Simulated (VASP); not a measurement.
# Mn (P6_3/mmc) in VASP: further runs

The runs below take Mn through single point, with PBE.

Everything below comes from runs of VASP 6.6.1. Logs are shortened: lines on timing, memory, paths and dates and some standing lists are left out, and cuts for length are marked.

### Step 1. The cell of the first run

It takes space group P6_3/mmc (No. 194, hexagonal). The conventional cell has a = 2.313 Å, b = 2.313 Å, c = 3.736 Å, α = 90.00°, β = 90.00°, γ = 120.00°. Mn (site symmetry -6m2) has 12 Mn at 2.30 to 2.31 Å within 3.0 Å.

### Step 2. Single point, PBE, collinear spin, ferromagnetic start

INCAR reads:

```
SYSTEM = Mn
PREC     = Accurate       ! precision mode
ENCUT    = 520            ! plane-wave cutoff, eV
EDIFF    = 1E-6           ! SCF threshold, eV
ISMEAR   = -1             ! smearing method
SIGMA    = 0.08           ! smearing width, eV
LREAL    = .FALSE.        ! projectors in reciprocal space
LASPH    = .TRUE.         ! aspherical terms in the spheres
NELM     = 150            ! most SCF steps
ALGO     = Normal         ! electronic algorithm
ISIF     = 2              ! what is computed and relaxed
LWAVE    = .FALSE.        ! write WAVECAR
LCHARG   = .FALSE.        ! write CHGCAR
ISPIN    = 2              ! spin polarisation
MAGMOM   = 3 3            ! initial moments
LORBIT   = 11             ! projections on sites
LMAXMIX  = 4              ! l up to which the mixer works
GGA      = PE             ! functional
NBANDS   = 24             ! bands
```

KPOINTS reads:

```
regular mesh
0
G
  19 19 10
  0 0 0
```

POSCAR reads:

```
Mn
1.0
    2.3127739586      0.0000000000      0.0000000000
   -1.1563869793      2.0029210013      0.0000000000
    0.0000000000      0.0000000000      3.7362337884
Mn
2
Direct
    0.3333333333      0.6666666667      0.2500000000
    0.6666666667      0.3333333333      0.7500000000
```

Potentials or basis: VASP PAW PBE potentials, release 64 (Mn_pv).

On the command line:

```bash
> cat potpaw_PBE.64/Mn_pv/POTCAR > POTCAR
> mpirun -np 1 vasp_std > vasp.out
```

OUTCAR:

```text
SYSTEM = Mn
   PREC = Accurate
   ENCUT = 520
   EDIFF = 1E-6
   ISMEAR = -1
   LREAL = .FALSE.
   LASPH = .TRUE.
   NELM = 150
   ISIF = 2
   ISPIN = 2
   LORBIT = 11
   GGA = PE

 ion  position               nearest neighbor table
   1  0.333  0.667  0.250-   2 2.30   2 2.30   2 2.30   2 2.30   2 2.30   2 2.30
   2  0.667  0.333  0.750-   1 2.30   1 2.30   1 2.30   1 2.30   1 2.30   1 2.30

  LATTYP: Found a hexagonal cell.
 ALAT       =     2.3127739586
 C/A-ratio  =     1.6154772819

  Lattice vectors:

 A1 = (   2.3127739586,   0.0000000000,   0.0000000000)
 A2 = (  -1.1563869793,   2.0029210013,   0.0000000000)
 A3 = (   0.0000000000,   0.0000000000,   3.7362337884)

Analysis of symmetry for initial positions (statically):
=====================================================================
 Subroutine PRICEL returns:
 Original cell was already a primitive cell.

 Routine SETGRP: Setting up the symmetry group for a
 hexagonal supercell.

 Subroutine GETGRP returns: Found 24 space group operations
 (whereof 12 operations were pure point group operations)
 out of a pool of 24 trial point group operations.

The static configuration has the point symmetry D_3d.
 The point group associated with its full space group is D_6h.

Analysis of symmetry for dynamics (positions and initial velocities):
=====================================================================
 Subroutine PRICEL returns:
 Original cell was already a primitive cell.

 Routine SETGRP: Setting up the symmetry group for a
 hexagonal supercell.

 Subroutine GETGRP returns: Found 24 space group operations
 (whereof 12 operations were pure point group operations)
 out of a pool of 24 trial point group operations.

The dynamic configuration has the point symmetry D_3d.
 The point group associated with its full space group is D_6h.

Analysis of structural, dynamic, and magnetic symmetry:
=====================================================================
 Subroutine PRICEL returns:
 Original cell was already a primitive cell.

 Routine SETGRP: Setting up the symmetry group for a
 hexagonal supercell.

 Subroutine GETGRP returns: Found 24 space group operations
 (whereof 12 operations were pure point group operations)
 out of a pool of 24 trial point group operations.

The overall configuration has the point symmetry D_3d.
 The point group associated with its full space group is D_6h.

 Subroutine INISYM returns: Found 24 space group operations
[... 117 lines left out ...]
     AMIX_MAG =   1.60;   BMIX_MAG =  1.00
  volume/ion in A,a.u.               =       8.65        58.40
  Fermi-wavevector in a.u.,A,eV,Ry     =   1.874947  3.543136 47.830263  3.515425
  Thomas-Fermi vector in A             =   2.919768
   LORBIT       =     11    0 simple, 1 ext, 2 COOP (PROOUT), +10 PAW based schemes
   GGA     = PE    functional components
   LHFCALC =     F    Hartree Fock is set to
   AEXX    =    0.0000 exact exchange contribution
   IVDW    =     0    specifies the selected vdW correction
   LEPSILON=     F    determine dielectric tensor
   LRPA    =     F    only Hartree local field effects (RPA)
 spin polarized calculation
  energy-cutoff  :      520.00
  volume of cell :       17.31
 maximum number of plane-waves:       494
 NGX is ok and might be reduce to    18
   NGX =  9   NGY =  9   NGZ = 13

 number of electron      26.0000045 magnetization      -0.0009236

 number of electron      26.0000045 magnetization       0.0000049

 Free energy of the ion-electron system (eV)
  ---------------------------------------------------
  ext. energy  EPLUGINS =         0.00000000
  ---------------------------------------------------
  free energy    TOTEN  =       -16.90210608 eV

  energy without entropy =      -16.85646051  energy(sigma->0) =      -16.87928330

 E-fermi :  13.7517     XC(G=0): -15.3780

 val. band max:       13.7418448035   @ k =   0.3158   0.1053   0.4000
 cond. band min:      13.7537481975   @ k =   0.2632   0.1053   0.5000
 fundamental gap:      0.0119033940
 Fermi energy:        13.7517104130

 spin component 1

 k-point     1 :       0.0000    0.0000    0.0000
  band No.  band energies     occupation
      1     -35.0340      1.00000
      2     -33.7112      1.00000
      3     -33.7112      1.00000
      4     -33.5121      1.00000
      5     -33.5121      1.00000
      6     -33.4901      1.00000
[... 637 lines left out ...]
     23      36.6722      0.00000
     24      37.9109      0.00000

 [... further k-points ...]

 spin component 2

 k-point     1 :       0.0000    0.0000    0.0000
  band No.  band energies     occupation
      1     -35.0340      1.00000
      2     -33.7111      1.00000
      3     -33.7111      1.00000
      4     -33.5121      1.00000
      5     -33.5121      1.00000
      6     -33.4901      1.00000
[... 637 lines left out ...]
     23      36.6722      0.00000
     24      37.9109      0.00000

 [... further k-points ...]

------------------------ aborting loop because EDIFF is reached ----------------------------------------

  FORCE on cell =-STRESS in cart. coord.  units (eV):
  Direction    XX          YY          ZZ          XY          YZ          ZX
  --------------------------------------------------------------------------------------
  -------------------------------------------------------------------------------------
  Total       10.3373737     10.3373737     10.3359577      0.0000000      0.0000000      0.0000000
  in kB      956.9511024    956.9511023    956.8200157      0.0000000      0.0000000      0.0000000
  external PRESSURE =     956.9074068 kB  Pullay stress =       0.0000000 kB

 VOLUME and BASIS-vectors are now :
 -----------------------------------------------------------------------------
  energy-cutoff  :      520.00
  volume of cell :       17.31
      direct lattice vectors                 reciprocal lattice vectors
     2.312773959  0.000000000  0.000000000     0.432381209  0.249635407  0.000000000
    -1.156386979  2.002921001  0.000000000     0.000000000  0.499270815  0.000000000
     0.000000000  0.000000000  3.736233788     0.000000000  0.000000000  0.267649204

 POSITION                                       TOTAL-FORCE (eV/Angst)
 -----------------------------------------------------------------------------------
     -0.00000      1.33528      0.93406         0.000000      0.000000      0.000000
      1.15639      0.66764      2.80218        -0.000000     -0.000000      0.000000
 -----------------------------------------------------------------------------------
    total drift:                               -0.000000      0.000000     -0.000000

  FREE ENERGIE OF THE ION-ELECTRON SYSTEM (eV)
  ---------------------------------------------------
  free  energy   TOTEN  =       -16.9021060793 eV

  energy  without entropy=      -16.8564605131  energy(sigma->0) =      -16.87928330

 total charge

# of ion       s       p       d       tot
------------------------------------------
    1        0.526   6.562   5.434  12.522
    2        0.526   6.562   5.434  12.522
--------------------------------------------------
tot          1.052  13.124  10.868  25.044

 magnetization (x)

# of ion       s       p       d       tot
------------------------------------------
    1        0.000   0.000   0.000   0.000
    2        0.000   0.000   0.000   0.000
--------------------------------------------------
tot          0.000   0.000   0.000   0.000
```

Run time: 76 s. Hardware: 1 thread of Intel Xeon 6975P-C (Granite Rapids), shared host; peak memory 0.24 GiB.

What came out:

```yaml
Free_energy: -16.9021 eV
Pressure: 95.7 GPa
Band_gap_on_the_k_mesh: zero (filled and empty bands overlap)
Net_moment: 0.00 μB per cell
Valence_electrons_inside_the_program's_atomic_spheres: Mn 12.52
```

Levels at points of the mesh, in eV from the Fermi level:
Spin up:
```
           k point  band 11  band 12  band 13  band 14  band 15  band 16
(0.00, 0.00, 0.00)    -1.34    -0.68    -0.68     0.02     0.02     1.27
(0.00, 0.00, 0.50)    -1.45    -1.45    -1.45    -1.45     1.60     1.60
```
Spin down:
```csv
k point,band 10,band 11,band 12,band 13,band 14,band 15,band 16,band 17
"(0.00, 0.00, 0.00)",-1.34,-1.34,-0.68,-0.68,0.02,0.02,1.27,2.15
"(0.00, 0.00, 0.50)",-1.98,-1.45,-1.45,-1.45,-1.45,1.60,1.60,1.60
```

Caveat: the starting moments collapsed, and a magnetic state may lie lower.

### Step 3. Single point, PBE, collinear spin, ferromagnetic start

Edit INCAR of step 2 so:

```diff
@@ -6,4 +6,4 @@
 SIGMA    = 0.08           ! smearing width, eV
-LREAL    = .FALSE.        ! projectors in reciprocal space
-LASPH    = .TRUE.         ! aspherical terms in the spheres
+LREAL    = .False.        ! projectors in reciprocal space
+LASPH    = .True.         ! aspherical terms in the spheres
 NELM     = 150            ! most SCF steps
@@ -11,4 +11,4 @@
 ISIF     = 2              ! what is computed and relaxed
-LWAVE    = .FALSE.        ! write WAVECAR
-LCHARG   = .FALSE.        ! write CHGCAR
+LWAVE    = .False.        ! write WAVECAR
+LCHARG   = .False.        ! write CHGCAR
 ISPIN    = 2              ! spin polarisation
```

KPOINTS reads:

```
Automatic mesh
0
Gamma
  19 19 10
  0 0 0
```

POSCAR reads:

```
Mn
1.0
    2.3127979075      0.0000000000      0.0000000000
   -1.1563989537      2.0029417417      0.0000000000
    0.0000000000      0.0000000000      3.7363262025
Mn
2
Direct
    0.3333333333      0.6666666667      0.2500000000
    0.6666666667      0.3333333333      0.7500000000
```

Potentials or basis: VASP PAW PBE potentials, release 64 (Mn_pv).

On the command line:

```bash
> cat potpaw_PBE.64/Mn_pv/POTCAR > POTCAR
> mpirun -np 1 vasp_std > vasp.out
```

Wall time 4.8 min (1 thread of Oxide Virtual Turin-like, shared host); peak memory 0.21 GiB.

Results (log left out):

```yaml
Free_energy: -16.9026 eV
Pressure: 95.7 GPa
Band_gap_on_the_k_mesh: zero (filled and empty bands overlap)
Net_moment: 0.00 μB per cell
Valence_electrons_inside_the_program's_atomic_spheres: Mn 12.52
```

Levels at points of the mesh, in eV from the Fermi level:
Spin up:
| k point | band 9 | band 10 | band 11 | band 12 | band 13 | band 14 | band 15 | band 16 | band 17 | band 18 |
| --- | --- | --- | --- | --- | --- | --- | --- | --- | --- | --- |
| (0.00, 0.00, 0.00) | -1.34 | -1.34 | -1.34 | -0.68 | -0.68 | 0.02 | 0.02 | 1.27 | 2.15 | 2.15 |
| (0.00, 0.00, 0.50) | -1.98 | -1.98 | -1.45 | -1.45 | -1.45 | -1.45 | 1.60 | 1.60 | 1.60 | 1.60 |
Spin down:
| k point | band 9 | band 10 | band 11 | band 12 | band 13 | band 14 | band 15 | band 16 | band 17 | band 18 |
| --- | --- | --- | --- | --- | --- | --- | --- | --- | --- | --- |
| (0.00, 0.00, 0.00) | -1.34 | -1.34 | -1.34 | -0.68 | -0.68 | 0.02 | 0.02 | 1.27 | 2.15 | 2.15 |
| (0.00, 0.00, 0.50) | -1.98 | -1.98 | -1.45 | -1.45 | -1.45 | -1.45 | 1.60 | 1.60 | 1.60 | 1.60 |

Caveat: the starting moments collapsed, and a magnetic state may lie lower.
